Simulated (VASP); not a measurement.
# BaTe (Pm-3m) in VASP: notebook

BaTe is run at these levels: RPBE, PBEsol; tasks: single point.

All numbers are computed with VASP 6.6.1; they aren't measurements. Logs are shortened: lines on timing, memory, paths and dates and some standing lists are left out, and cuts for length are marked.

## 1. The cell of the first run

The structure is cubic, space group Pm-3m (No. 221). The conventional cell has a = 4.262 Å, b = 4.262 Å, c = 4.262 Å, α = 90.00°, β = 90.00°, γ = 90.00°. Ba (site symmetry m-3m) has 8 Te at 3.69 Å and 6 Ba at 4.26 Å within 4.8 Å. Te (site symmetry m-3m) has 8 Ba at 3.69 Å and 6 Te at 4.26 Å within 4.8 Å.

## 2. Single point, RPBE

The input, INCAR:

```
  PREC = Accurate
  ENCUT = 520
  EDIFF = 1E-6
  ISMEAR = 0
  SIGMA = 0.05
  LREAL = False
  LASPH = True
  NELM = 80
  ALGO = Normal
  ISIF = 2
  LWAVE = False
  LCHARG = True
  GGA = RP
  LELF = True
  LVHAR = True
  NBANDS = 15
```

The input, KPOINTS:

```
Automatic mesh
0
Gamma
  6 6 6
```

The input, POSCAR:

```
BaTe
1.0
    4.2624660000      0.0000000000      0.0000000000
    0.0000000000      4.2624660000      0.0000000000
    0.0000000000      0.0000000000      4.2624660000
Ba Te
1 1
Direct
    0.0000000000      0.0000000000      0.0000000000
    0.5000000000      0.5000000000      0.5000000000
```

Potentials or basis: VASP PAW PBE potentials, release 64 (Ba_sv, Te).

Launch:

```
$ cat potpaw_PBE.64/Ba_sv/POTCAR potpaw_PBE.64/Te/POTCAR > POTCAR
$ mpirun -np 1 vasp_std > vasp.out
```

OUTCAR:

```text
PREC = Accurate
   ENCUT = 520
   EDIFF = 1E-6
   ISMEAR = 0
   LREAL = False
   LASPH = True
   NELM = 80
   ISIF = 2
   GGA = RP

 ion  position               nearest neighbor table
   1  0.000  0.000  0.000-   2 3.69   2 3.69   2 3.69   2 3.69   2 3.69   2 3.69   2 3.69   2 3.69

   2  0.500  0.500  0.500-   1 3.69   1 3.69   1 3.69   1 3.69   1 3.69   1 3.69   1 3.69   1 3.69

  LATTYP: Found a simple cubic cell.
 ALAT       =     4.2624660000

  Lattice vectors:

 A1 = (   4.2624660000,   0.0000000000,   0.0000000000)
 A2 = (   0.0000000000,   4.2624660000,   0.0000000000)
 A3 = (   0.0000000000,   0.0000000000,   4.2624660000)

Analysis of symmetry for initial positions (statically):
=====================================================================
 Subroutine PRICEL returns:
 Original cell was already a primitive cell.

 Routine SETGRP: Setting up the symmetry group for a
 simple cubic supercell.

 Subroutine GETGRP returns: Found 48 space group operations
 (whereof 48 operations were pure point group operations)
 out of a pool of 48 trial point group operations.

The static configuration has the point symmetry O_h .

Analysis of symmetry for dynamics (positions and initial velocities):
=====================================================================
 Subroutine PRICEL returns:
 Original cell was already a primitive cell.

 Routine SETGRP: Setting up the symmetry group for a
 simple cubic supercell.

 Subroutine GETGRP returns: Found 48 space group operations
 (whereof 48 operations were pure point group operations)
 out of a pool of 48 trial point group operations.

The dynamic configuration has the point symmetry O_h .

 Subroutine INISYM returns: Found 48 space group operations
 (whereof 48 operations are pure point group operations),
 and found     1 'primitive' translations

----------------------------------------------------------------------------------------

                                     Primitive cell

  volume of cell :      77.4431

  direct lattice vectors                    reciprocal lattice vectors
     4.262466000  0.000000000  0.000000000     0.234605977  0.000000000  0.000000000
     0.000000000  4.262466000  0.000000000     0.000000000  0.234605977  0.000000000
     0.000000000  0.000000000  4.262466000     0.000000000  0.000000000  0.234605977

  length of vectors
     4.262466000  4.262466000  4.262466000     0.234605977  0.234605977  0.234605977

  position of ions in fractional coordinates (direct lattice)
     0.000000000  0.000000000  0.000000000
     0.500000000  0.500000000  0.500000000

  ion indices of the primitive-cell ions
   primitive index   ion index
                 1           1
                 2           2

----------------------------------------------------------------------------------------

 KPOINTS: Automatic mesh

Automatic generation of k-mesh.
 Grid dimensions read from file:
 generate k-points for:    6    6    6

 Generating k-lattice:

  Cartesian coordinates                     Fractional coordinates (reciprocal lattice)
     0.039100996  0.000000000  0.000000000     0.166666667  0.000000000  0.000000000
     0.000000000  0.039100996  0.000000000     0.000000000  0.166666667  0.000000000
     0.000000000  0.000000000  0.039100996     0.000000000  0.000000000  0.166666667

  Length of vectors
     0.039100996  0.039100996  0.039100996

  Shift w.r.t. Gamma in fractional coordinates (k-lattice)
     0.000000000  0.000000000  0.000000000

 Subroutine IBZKPT returns following result:
 ===========================================

 Found     20 irreducible k-points:

 Following reciprocal coordinates:
            Coordinates               Weight
  0.000000  0.000000  0.000000      1.000000
  0.166667  0.000000  0.000000      6.000000
  0.333333  0.000000  0.000000      6.000000
  0.500000  0.000000  0.000000      3.000000
  0.166667  0.166667  0.000000     12.000000
  0.333333  0.166667  0.000000     24.000000
[... 12 lines left out ...]
  0.500000  0.500000  0.333333      6.000000
  0.500000  0.500000  0.500000      1.000000
   k-points           NKPTS =     20   k-points in BZ     NKDIM =     20   number of bands    NBANDS=     15
   number of dos      NEDOS =    301   number of ions     NIONS =      2
   total plane-waves  NPLWV =  32768
   dimension x,y,z NGX =    32 NGY =   32 NGZ =   32
   dimension x,y,z NGXF=    64 NGYF=   64 NGZF=   64
   ions per type =               1   1
   NGX,Y,Z   is equivalent  to a cutoff of  12.48, 12.48, 12.48 a.u.
   NGXF,Y,Z  is equivalent  to a cutoff of  24.96, 24.96, 24.96 a.u.
 SYSTEM =  unknown system
   PREC   = accura    normal or accurate (medium, high low for compatibility)
   ISTART =      0    job   : 0-new  1-cont  2-samecut
   ICHARG =      2    charge: 1-file 2-atom 10-const
   ISPIN  =      1    spin polarized calculation?
   LNONCOLLINEAR =      F non collinear calculations
   LSORBIT =      F    spin-orbit coupling
   LASPH  =      T    aspherical Exc in radial PAW
   ENCUT  =  520.0 eV  38.22 Ry    6.18 a.u.   7.93  7.93  7.93*2*pi/ulx,y,z
   NELM   =     80;   NELMIN=  2; NELMDL= -5     # of ELM steps
   EDIFF  = 0.1E-05   stopping-criterion for ELM
   LREAL  =      F    real-space projection
   EDIFFG = 0.1E-04   stopping-criterion for IOM
   NSW    =      0    number of steps for IOM
   IBRION =     -1    ionic relax: 0-MD 1-quasi-New 2-CG
   NFREE  =      0    steps in history (QN), initial steepest desc. (CG)
   ISIF   =      2    stress and relaxation
   ISYM   =      2    0-nonsym 1-usesym 2-fastsym
   POTIM  = 0.5000    time-step for ionic-motion
   TEBEG  =    0.0;   TEEND  =   0.0 temperature during run
   PSTRESS=    0.0 pullay stress
   NELECT =      16.0000    total number of electrons
   NUPDOWN=      -1.0000    fix difference up-down
   EMIN   =  10.00;   EMAX   =-10.00  energy-range for DOS
   EFERMI =   0.00;   METHOD = LEGACY
   ISMEAR =     0;   SIGMA  =   0.05  broadening in eV -4-tet -1-fermi 0-gaus
   EFERMI_NEDOS =   21; number of points for ismear=-14 and -15
   IALGO  =     38    algorithm
   IMIX   =      4    mixing-type and parameters
     AMIX     =   0.40;   BMIX     =  1.00
     AMIX_MAG =   1.60;   BMIX_MAG =  1.00
  volume/ion in A,a.u.               =      38.72       261.31
  Fermi-wavevector in a.u.,A,eV,Ry     =   0.967804  1.828884 12.743813  0.936644
  Thomas-Fermi vector in A             =   2.097720
   LORBIT       =      0    0 simple, 1 ext, 2 COOP (PROOUT), +10 PAW based schemes
   GGA     = RP    functional components
   LHFCALC =     F    Hartree Fock is set to
   AEXX    =    0.0000 exact exchange contribution
   IVDW    =     0    specifies the selected vdW correction
   LEPSILON=     F    determine dielectric tensor
   LRPA    =     F    only Hartree local field effects (RPA)
 non-spin polarized calculation
 Gauss-broadening in eV      SIGMA  =   0.05
  energy-cutoff  :      520.00
  volume of cell :       77.44
 maximum number of plane-waves:      2176
 NGX is ok and might be reduce to    32
   NGX = 15   NGY = 15   NGZ = 15

 number of electron      16.0000000 magnetization

 Free energy of the ion-electron system (eV)
  ---------------------------------------------------
  ext. energy  EPLUGINS =         0.00000000
  ---------------------------------------------------
  free energy    TOTEN  =        -7.67587382 eV

  energy without entropy =       -7.67587382  energy(sigma->0) =       -7.67587382

 E-fermi :   4.1278     XC(G=0):  -8.6376

 val. band max:        3.9146130363   @ k =   0.5000   0.5000   0.0000
 cond. band min:       4.7973505529   @ k =   0.0000   0.0000   0.0000
 fundamental gap:      0.8827375166
 Fermi energy:         4.1277542259

 k-point     1 :       0.0000    0.0000    0.0000
  band No.  band energies     occupation
      1     -24.2586      2.00000
      2      -9.3067      2.00000
      3      -9.3067      2.00000
      4      -9.3067      2.00000
      5      -6.4193      2.00000
      6       3.5388      2.00000
      7       3.5388      2.00000
      8       3.5388      2.00000
      9       4.7974      0.00000
     10       4.7974      0.00000
     11       6.4418      0.00000
     12       8.4606      0.00000
     13       8.4606      0.00000
     14       8.4606      0.00000
     15      12.3473      0.00000

 k-point     2 :       0.1667    0.0000    0.0000
  band No.  band energies     occupation
      1     -24.2523      2.00000
      2      -9.4538      2.00000
      3      -9.2946      2.00000
      4      -9.2946      2.00000
      5      -6.2364      2.00000
      6       2.3930      2.00000
      7       3.4149      2.00000
      8       3.4149      2.00000
      9       4.9521      0.00000
     10       5.6376      0.00000
     11       7.4316      0.00000
     12       8.5481      0.00000
     13       8.5751      0.00000
     14       8.5751      0.00000
     15      10.9837      0.00000

 k-point     3 :       0.3333    0.0000    0.0000
  band No.  band energies     occupation
      1     -24.2396      2.00000
      2      -9.7145      2.00000
      3      -9.2703      2.00000
      4      -9.2703      2.00000
      5      -5.8766      2.00000
      6       1.0926      2.00000
      7       3.1733      2.00000
      8       3.1733      2.00000
      9       5.3399      0.00000
     10       7.2348      0.00000
     11       8.7428      0.00000
     12       8.8068      0.00000
     13       8.9975      0.00000
     14       8.9975      0.00000
     15       9.4521      0.00000
[... 271 lines left out ...]
 k-point    19 :       0.5000    0.5000    0.3333
  band No.  band energies     occupation
      1     -24.1922      2.00000
      2      -9.5844      2.00000
      3      -9.5844      2.00000
      4      -9.4824      2.00000
      5      -5.5916      2.00000
      6       1.2253      2.00000
      7       1.2253      2.00000
      8       1.5355      2.00000
      9       7.1956      0.00000
     10       8.0530      0.00000
     11       8.0530      0.00000
     12       9.5348      0.00000
     13      10.2016      0.00000
     14      10.8030      0.00000
     15      10.9795      0.00000

 k-point    20 :       0.5000    0.5000    0.5000
  band No.  band energies     occupation
      1     -24.1866      2.00000
      2      -9.5647      2.00000
      3      -9.5647      2.00000
      4      -9.5647      2.00000
      5      -5.4881      2.00000
      6       1.0394      2.00000
      7       1.0394      2.00000
      8       1.0394      2.00000
      9       8.7335      0.00000
     10       8.7335      0.00000
     11       8.7335      0.00000
     12      10.1847      0.00000
     13      10.1847      0.00000
     14      10.1847      0.00000
     15      10.2410      0.00000

------------------------ aborting loop because EDIFF is reached ----------------------------------------

  FORCE on cell =-STRESS in cart. coord.  units (eV):
  Direction    XX          YY          ZZ          XY          YZ          ZX
  --------------------------------------------------------------------------------------
  -------------------------------------------------------------------------------------
  Total        0.6771671      0.6771671      0.6771671     -0.0000000      0.0000000     -0.0000000
  in kB       14.0095331     14.0095331     14.0095331     -0.0000000      0.0000000     -0.0000000
  external PRESSURE =      14.0095331 kB  Pullay stress =       0.0000000 kB

 VOLUME and BASIS-vectors are now :
 -----------------------------------------------------------------------------
  energy-cutoff  :      520.00
  volume of cell :       77.44
      direct lattice vectors                 reciprocal lattice vectors
     4.262466000  0.000000000  0.000000000     0.234605977  0.000000000  0.000000000
     0.000000000  4.262466000  0.000000000     0.000000000  0.234605977  0.000000000
     0.000000000  0.000000000  4.262466000     0.000000000  0.000000000  0.234605977

 POSITION                                       TOTAL-FORCE (eV/Angst)
 -----------------------------------------------------------------------------------
      0.00000      0.00000      0.00000         0.000000      0.000000      0.000000
      2.13123      2.13123      2.13123         0.000000      0.000000      0.000000
 -----------------------------------------------------------------------------------
    total drift:                                0.000000      0.000000     -0.000000

  FREE ENERGIE OF THE ION-ELECTRON SYSTEM (eV)
  ---------------------------------------------------
  free  energy   TOTEN  =        -7.6758738232 eV

  energy  without entropy=       -7.6758738232  energy(sigma->0) =       -7.67587382
```

It took 29 s on 1 thread of Intel Xeon 8259CL, shared host; peak memory 0.19 GiB.

What came out:

```
Free energy            : -7.6759 eV
Pressure               : 1.4 GPa
Band gap on the k mesh : 0.88 eV (least direct gap 1.10 eV)
```

Levels at points of the mesh, in eV from the valence-band top:
```tsv
k point	band 6	band 7	band 8	band 9	band 10	band 11
(0.00, 0.00, 0.00)	-0.38	-0.38	-0.38	0.88	0.88	2.53
(0.50, 0.00, 0.00)	-3.34	-0.86	-0.86	1.69	4.88	4.94
(0.50, 0.50, 0.00)	-2.04	-2.04	0.00	1.10	2.57	2.94
(0.50, 0.50, 0.50)	-2.88	-2.88	-2.88	4.82	4.82	4.82
```

Caveat: the PAW data sets were made with another functional, which shifts forces and pressure a little; spin-orbit coupling is left out, which moves the levels of the heavy elements. A k mesh can miss the band edges.

(Continued in part 2 of 2.)
